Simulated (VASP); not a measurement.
# TiN (Fm-3m) in VASP: further runs

Runs on TiN. Level: PBEsol. Tasks: single point.

Everything below comes from runs of VASP 6.6.1. Logs are shortened: lines on timing, memory, paths and dates and some standing lists are left out, and cuts for length are marked.

## (1) The cell of the first run

The structure is cubic, space group Fm-3m (No. 225). The conventional cell has a = 4.258 Å, b = 4.258 Å, c = 4.258 Å, α = 90.00°, β = 90.00°, γ = 90.00°. Ti (site symmetry m-3m) has 6 N at 2.13 Å within 2.8 Å. Within 2.8 Å of N (site symmetry m-3m) lie 6 Ti at 2.13 Å.

## (2) Single point, PBEsol (volume scaled by 1.01)

INCAR reads:

```
PREC = Accurate
ENCUT = 520
EDIFF = 1E-7
ISMEAR = -1
SIGMA = 0.05
LREAL = False
LASPH = True
NELM = 80
ALGO = Normal
ISIF = 2
LWAVE = False
LCHARG = False
GGA = PS
NBANDS = 16
```

KPOINTS reads:

```
regular mesh
0
Gamma
  17 17 17
```

POSCAR reads:

```
TiN
1.0
    0.0000000000      2.1290498857      2.1290498857
    2.1290498857      0.0000000000      2.1290498857
    2.1290498857      2.1290498857      0.0000000000
Ti N
1 1
Direct
    0.0000000000      0.0000000000      0.0000000000
    0.5000000000      0.5000000000      0.5000000000
```

Potentials or basis: VASP PAW PBE potentials, release 64 (Ti_sv, N).

Command:

```
cat potpaw_PBE.64/Ti_sv/POTCAR potpaw_PBE.64/N/POTCAR > POTCAR
mpirun -np 1 vasp_std > vasp.out
```

OUTCAR:

```text
PREC = Accurate
   ENCUT = 520
   EDIFF = 1E-7
   ISMEAR = -1
   LREAL = False
   LASPH = True
   NELM = 80
   ISIF = 2
   GGA = PS

 ion  position               nearest neighbor table
   1  0.000  0.000  0.000-   2 2.13   2 2.13   2 2.13   2 2.13   2 2.13   2 2.13
   2  0.500  0.500  0.500-   1 2.13   1 2.13   1 2.13   1 2.13   1 2.13   1 2.13

  LATTYP: Found a face centered cubic cell.
 ALAT       =     4.2580997714

  Lattice vectors:

 A1 = (   0.0000000000,   2.1290498857,   2.1290498857)
 A2 = (   2.1290498857,   0.0000000000,   2.1290498857)
 A3 = (   2.1290498857,   2.1290498857,   0.0000000000)

Analysis of symmetry for initial positions (statically):
=====================================================================
 Subroutine PRICEL returns:
 Original cell was already a primitive cell.

 Routine SETGRP: Setting up the symmetry group for a
 face centered cubic supercell.

 Subroutine GETGRP returns: Found 48 space group operations
 (whereof 48 operations were pure point group operations)
 out of a pool of 48 trial point group operations.

The static configuration has the point symmetry O_h .

Analysis of symmetry for dynamics (positions and initial velocities):
=====================================================================
 Subroutine PRICEL returns:
 Original cell was already a primitive cell.

 Routine SETGRP: Setting up the symmetry group for a
 face centered cubic supercell.

 Subroutine GETGRP returns: Found 48 space group operations
 (whereof 48 operations were pure point group operations)
 out of a pool of 48 trial point group operations.

The dynamic configuration has the point symmetry O_h .

 Subroutine INISYM returns: Found 48 space group operations
 (whereof 48 operations are pure point group operations),
 and found     1 'primitive' translations

----------------------------------------------------------------------------------------

                                     Primitive cell

  volume of cell :      19.3013

  direct lattice vectors                    reciprocal lattice vectors
     0.000000000  2.129049886  2.129049886    -0.234846540  0.234846540  0.234846540
     2.129049886  0.000000000  2.129049886     0.234846540 -0.234846540  0.234846540
     2.129049886  2.129049886  0.000000000     0.234846540  0.234846540 -0.234846540

  length of vectors
     3.010931223  3.010931223  3.010931223     0.406766140  0.406766140  0.406766140

  position of ions in fractional coordinates (direct lattice)
     0.000000000  0.000000000  0.000000000
     0.500000000  0.500000000  0.500000000

  ion indices of the primitive-cell ions
   primitive index   ion index
                 1           1
                 2           2

----------------------------------------------------------------------------------------

 KPOINTS: regular mesh

Automatic generation of k-mesh.
 Grid dimensions read from file:
 generate k-points for:   17   17   17

 Generating k-lattice:

  Cartesian coordinates                     Fractional coordinates (reciprocal lattice)
    -0.013814502  0.013814502  0.013814502     0.058823529  0.000000000  0.000000000
     0.013814502 -0.013814502  0.013814502     0.000000000  0.058823529  0.000000000
     0.013814502  0.013814502 -0.013814502     0.000000000  0.000000000  0.058823529

  Length of vectors
     0.023927420  0.023927420  0.023927420

  Shift w.r.t. Gamma in fractional coordinates (k-lattice)
     0.000000000  0.000000000  0.000000000

 Subroutine IBZKPT returns following result:
 ===========================================

 Found    165 irreducible k-points:

 Following reciprocal coordinates:
            Coordinates               Weight
  0.000000  0.000000  0.000000      1.000000
  0.058824  0.000000  0.000000      8.000000
  0.117647  0.000000  0.000000      8.000000
  0.176471  0.000000  0.000000      8.000000
  0.235294  0.000000  0.000000      8.000000
  0.294118  0.000000  0.000000      8.000000
[... 16 lines left out ...]
 -0.176471  0.058824  0.000000     24.000000
 -0.117647  0.058824  0.000000     24.000000
 [... further k-points ...]
   k-points           NKPTS =    165   k-points in BZ     NKDIM =    165   number of bands    NBANDS=     16
   number of dos      NEDOS =    301   number of ions     NIONS =      2
   total plane-waves  NPLWV =  13824
   dimension x,y,z NGX =    24 NGY =   24 NGZ =   24
   dimension x,y,z NGXF=    48 NGYF=   48 NGZF=   48
   ions per type =               1   1
   NGX,Y,Z   is equivalent  to a cutoff of  13.25, 13.25, 13.25 a.u.
   NGXF,Y,Z  is equivalent  to a cutoff of  26.50, 26.50, 26.50 a.u.
 SYSTEM =  unknown system
   PREC   = accura    normal or accurate (medium, high low for compatibility)
   ISTART =      0    job   : 0-new  1-cont  2-samecut
   ICHARG =      2    charge: 1-file 2-atom 10-const
   ISPIN  =      1    spin polarized calculation?
   LNONCOLLINEAR =      F non collinear calculations
   LSORBIT =      F    spin-orbit coupling
   LASPH  =      T    aspherical Exc in radial PAW
   ENCUT  =  520.0 eV  38.22 Ry    6.18 a.u.   5.60  5.60  5.60*2*pi/ulx,y,z
   NELM   =     80;   NELMIN=  2; NELMDL= -5     # of ELM steps
   EDIFF  = 0.1E-06   stopping-criterion for ELM
   LREAL  =      F    real-space projection
   EDIFFG = 0.1E-05   stopping-criterion for IOM
   NSW    =      0    number of steps for IOM
   IBRION =     -1    ionic relax: 0-MD 1-quasi-New 2-CG
   NFREE  =      0    steps in history (QN), initial steepest desc. (CG)
   ISIF   =      2    stress and relaxation
   ISYM   =      2    0-nonsym 1-usesym 2-fastsym
   POTIM  = 0.5000    time-step for ionic-motion
   TEBEG  =    0.0;   TEEND  =   0.0 temperature during run
   PSTRESS=    0.0 pullay stress
   NELECT =      17.0000    total number of electrons
   NUPDOWN=      -1.0000    fix difference up-down
   EMIN   =  10.00;   EMAX   =-10.00  energy-range for DOS
   EFERMI =   0.00;   METHOD = LEGACY
   ISMEAR =    -1;   SIGMA  =   0.05  broadening in eV -4-tet -1-fermi 0-gaus
   EFERMI_NEDOS =   21; number of points for ismear=-14 and -15
   IALGO  =     38    algorithm
   IMIX   =      4    mixing-type and parameters
     AMIX     =   0.40;   BMIX     =  1.00
     AMIX_MAG =   1.60;   BMIX_MAG =  1.00
  volume/ion in A,a.u.               =       9.65        65.13
  Fermi-wavevector in a.u.,A,eV,Ry     =   1.569261  2.965474 33.505455  2.462581
  Thomas-Fermi vector in A             =   2.671170
   LORBIT       =      0    0 simple, 1 ext, 2 COOP (PROOUT), +10 PAW based schemes
   GGA     = PS    functional components
   LHFCALC =     F    Hartree Fock is set to
   AEXX    =    0.0000 exact exchange contribution
   IVDW    =     0    specifies the selected vdW correction
   LEPSILON=     F    determine dielectric tensor
   LRPA    =     F    only Hartree local field effects (RPA)
 non-spin polarized calculation
  energy-cutoff  :      520.00
  volume of cell :       19.30
 maximum number of plane-waves:       534
   NGX = 11   NGY = 11   NGZ = 11

 number of electron      17.0000003 magnetization

 Free energy of the ion-electron system (eV)
  ---------------------------------------------------
  ext. energy  EPLUGINS =         0.00000000
  ---------------------------------------------------
  free energy    TOTEN  =       -20.76211724 eV

  energy without entropy =      -20.75532882  energy(sigma->0) =      -20.75872303

 E-fermi :  11.1477     XC(G=0): -13.1585

 val. band max:       11.1185335488   @ k =   0.1176   0.0588   0.0000
 cond. band min:      11.1488094217   @ k =  -0.1176   0.0588   0.0000
 fundamental gap:      0.0302758729
 Fermi energy:        11.1477219639

 k-point     1 :       0.0000    0.0000    0.0000
  band No.  band energies     occupation
      1     -46.4736      2.00000
      2     -22.5613      2.00000
      3     -22.5613      2.00000
      4     -22.5613      2.00000
      5      -5.8147      2.00000
      6       9.1514      2.00000
[... 8 lines left out ...]
     15      24.1740      0.00000
     16      30.7153      0.00000

 k-point     2 :       0.0588    0.0000    0.0000
  band No.  band energies     occupation
      1     -46.4705      2.00000
      2     -22.5836      2.00000
      3     -22.5631      2.00000
      4     -22.5631      2.00000
      5      -5.7475      2.00000
      6       8.7440      2.00000
[... 8 lines left out ...]
     15      24.2284      0.00000
     16      30.6137      0.00000

 k-point     3 :       0.1176    0.0000    0.0000
  band No.  band energies     occupation
      1     -46.4614      2.00000
      2     -22.6472      2.00000
      3     -22.5685      2.00000
      4     -22.5685      2.00000
      5      -5.5517      2.00000
      6       7.8926      2.00000
[... 8 lines left out ...]
     15      24.3019      0.00000
     16      30.3006      0.00000

 k-point     4 :       0.1765    0.0000    0.0000
  band No.  band energies     occupation
      1     -46.4476      2.00000
      2     -22.7424      2.00000
      3     -22.5767      2.00000
      4     -22.5767      2.00000
      5      -5.2438      2.00000
      6       6.9004      2.00000
[... 8 lines left out ...]
     15      24.2138      0.00000
     16      29.6634      0.00000
[... 324 lines left out ...]
 k-point    22 :      -0.2353    0.0588    0.0000
  band No.  band energies     occupation
      1     -46.4231      2.00000
      2     -22.8945      2.00000
      3     -22.6131      2.00000
      4     -22.5816      2.00000
      5      -4.6764      2.00000
      6       5.4952      2.00000
[... 8 lines left out ...]
     15      23.8877      0.00000
     16      27.7464      0.00000

 k-point    23 :      -0.1765    0.0588    0.0000
  band No.  band energies     occupation
      1     -46.4399      2.00000
      2     -22.7834      2.00000
      3     -22.6010      2.00000
      4     -22.5721      2.00000
      5      -5.0777      2.00000
      6       6.4207      2.00000
[... 8 lines left out ...]
     15      24.1544      0.00000
     16      28.5957      0.00000

 k-point    24 :      -0.1176    0.0588    0.0000
  band No.  band energies     occupation
      1     -46.4547      2.00000
      2     -22.6850      2.00000
      3     -22.5882      2.00000
      4     -22.5653      2.00000
      5      -5.4085      2.00000
      6       7.3416      2.00000
[... 8 lines left out ...]
     15      24.3214      0.00000
     16      29.3769      0.00000

 [... further k-points ...]

------------------------ aborting loop because EDIFF is reached ----------------------------------------

  FORCE on cell =-STRESS in cart. coord.  units (eV):
  Direction    XX          YY          ZZ          XY          YZ          ZX
  --------------------------------------------------------------------------------------
  -------------------------------------------------------------------------------------
  Total       -1.2229476     -1.2229476     -1.2229476      0.0000000      0.0000000      0.0000000
  in kB     -101.5151636   -101.5151636   -101.5151636      0.0000000      0.0000000      0.0000000
  external PRESSURE =    -101.5151636 kB  Pullay stress =       0.0000000 kB

 VOLUME and BASIS-vectors are now :
 -----------------------------------------------------------------------------
  energy-cutoff  :      520.00
  volume of cell :       19.30
      direct lattice vectors                 reciprocal lattice vectors
     0.000000000  2.129049886  2.129049886    -0.234846540  0.234846540  0.234846540
     2.129049886  0.000000000  2.129049886     0.234846540 -0.234846540  0.234846540
     2.129049886  2.129049886  0.000000000     0.234846540  0.234846540 -0.234846540

 POSITION                                       TOTAL-FORCE (eV/Angst)
 -----------------------------------------------------------------------------------
      0.00000      0.00000      0.00000         0.000000      0.000000     -0.000000
      2.12905      2.12905      2.12905        -0.000000     -0.000000      0.000000
 -----------------------------------------------------------------------------------
    total drift:                                0.000000     -0.000000     -0.000000

  FREE ENERGIE OF THE ION-ELECTRON SYSTEM (eV)
  ---------------------------------------------------
  free  energy   TOTEN  =       -20.7621172440 eV

  energy  without entropy=      -20.7553288235  energy(sigma->0) =      -20.75872303
```

Run time: 72 s. Hardware: 1 thread of Intel Xeon Platinum 8259CL at 2.50GHz (Skylake/Cascade Lake), shared host; peak memory 0.17 GiB.

Results:

- Free energy: -20.7621 eV
- Pressure: -10.2 GPa

Levels at points of the mesh, in eV from the Fermi level:
```tsv
k point	band 7	band 8	band 9	band 10	band 11	band 12
(0.00, 0.00, 0.00)	-2.00	-2.00	-0.61	-0.61	-0.61	0.57
```

Caveat: the PAW data sets were made with another functional, which shifts forces and pressure a little.

## (3) Single point, PBEsol (volume scaled by 1.02)

INCAR reads:

```
SYSTEM = TiN
ALGO = Normal ; EDIFF = 1E-7
ENCUT = 520 ; GGA = PS
ISIF = 2 ; ISMEAR = -1
LASPH = .TRUE. ; LCHARG = .TRUE.
LELF = .TRUE. ; LREAL = .FALSE.
LVHAR = .TRUE. ; LWAVE = .FALSE.
NBANDS = 16 ; NELM = 60
PREC = Accurate ; SIGMA = 0.05
```

KPOINTS reads:

```
k-points
0
G
  17 17 17
  0 0 0
```

POSCAR reads:

```
TiN
1.0
    0.0000000000      2.1360533897      2.1360533897
    2.1360533897      0.0000000000      2.1360533897
    2.1360533897      2.1360533897      0.0000000000
Ti N
1 1
Direct
    0.0000000000      0.0000000000      0.0000000000
    0.5000000000      0.5000000000      0.5000000000
```

Potentials or basis: VASP PAW PBE potentials, release 64 (Ti_sv, N).

Command:

```
cat potpaw_PBE.64/Ti_sv/POTCAR potpaw_PBE.64/N/POTCAR > POTCAR
mpirun -np 1 vasp_std > vasp.out
```

Run time: 61 s. Hardware: 1 thread of Intel Xeon Platinum 8259CL at 2.50GHz (Skylake/Cascade Lake), shared host; peak memory 0.17 GiB.

Results (log left out):

| Item | Value |
| --- | --- |
| Free energy | -20.7487 eV |
| Pressure | -12.6 GPa |

Levels at points of the mesh, in eV from the Fermi level:
```
           k point  band 5  band 6  band 7  band 8  band 9  band 10  band 11  band 12  band 13  band 14
(0.00, 0.00, 0.00)  -16.90   -1.98   -1.98   -1.98   -0.61    -0.61    -0.61     0.56     0.56     5.15
```

Caveat: the PAW data sets were made with another functional, which shifts forces and pressure a little.
